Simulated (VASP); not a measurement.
**Ag: single point with revPBE+D3(BJ)**

Ag:

```
Ag
1.0
     0.00000    2.04275    2.04275
     2.04275    0.00000    2.04275
     2.04275    2.04275    0.00000
Ag
1
Direct
  0.00000 0.00000 0.00000
```

```yaml
Program: VASP 6.6.1
Task: single point
Functional: revPBE
Dispersion: D3(BJ)
Potentials_or_basis: VASP PAW PBE potentials, release 64 (Ag)
Cutoff: 520 eV
k_mesh: 11 × 11 × 11
Occupations: methfessel-paxton, width 0.1 eV
Spin: no spin polarisation
```

```yaml
Pressure: -3.9 GPa
Band_gap_on_the_k_mesh: zero (an odd number of electrons rules out a gap without spin polarisation)
Dispersion_energy_per_atom: -1.126 eV
```

Levels at points of the mesh, in eV from the Fermi level:
```csv
k point,band 4,band 5,band 6,band 7,band 8,band 9
"(0.00, 0.00, 0.00)",-5.10,-4.08,-4.08,15.74,19.35,19.35
```

Run time: 4.9 s on 1 thread of Intel(R) Xeon(R) Platinum 8559C (Emerald Rapids), with other jobs on the host, peak memory 0.15 GiB.

Caveat: three body term missing; the cell stands under tension; the PAW data sets were made with another functional, which shifts forces and pressure a little.
